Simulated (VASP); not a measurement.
A run of VASP 6.6.1:

The input INCAR:

```
PREC = Accurate
ENCUT = 500
EDIFF = 1E-6
ISMEAR = 0
SIGMA = 0.1
LREAL = F
LASPH = T
NELM = 120
ALGO = Normal
ISIF = 2
LWAVE = F
LCHARG = F
GGA = RE
NBANDS = 36
GGA_COMPAT = F
```

The input KPOINTS:

```
regular mesh
0
Gamma
  12 12 12
```

The input POSCAR:

```
Ge
1.0
    0.0000000000      2.8946752806      5.0502241915
    2.6493471699      0.0000000000      5.0502241915
    2.6493471699      2.8946752806      0.0000000000
Ge
4
Direct
    0.7790109672      0.7790109672      0.2209890328
    0.2209890328      0.2209890328      0.7790109672
    0.2734829782      0.7265170218      0.2734829782
    0.7265170218      0.2734829782      0.7265170218
```

Potentials or basis: VASP PAW PBE potentials, release 64 (Ge_d).

Launch:

```sh
$ cat potpaw_PBE.64/Ge_d/POTCAR > POTCAR
$ mpirun -np 1 vasp_std > vasp.out
```

Hardware: 1 thread of Oxide Virtual Turin-like Processor (shared host).

Question: Estimate the wall time of this run.

Answer: Run time: 24 min on 1 thread of Oxide Virtual Turin-like Processor, on a shared host, peak memory 0.56 GiB. Counts: scf iterations 13, k points 280.
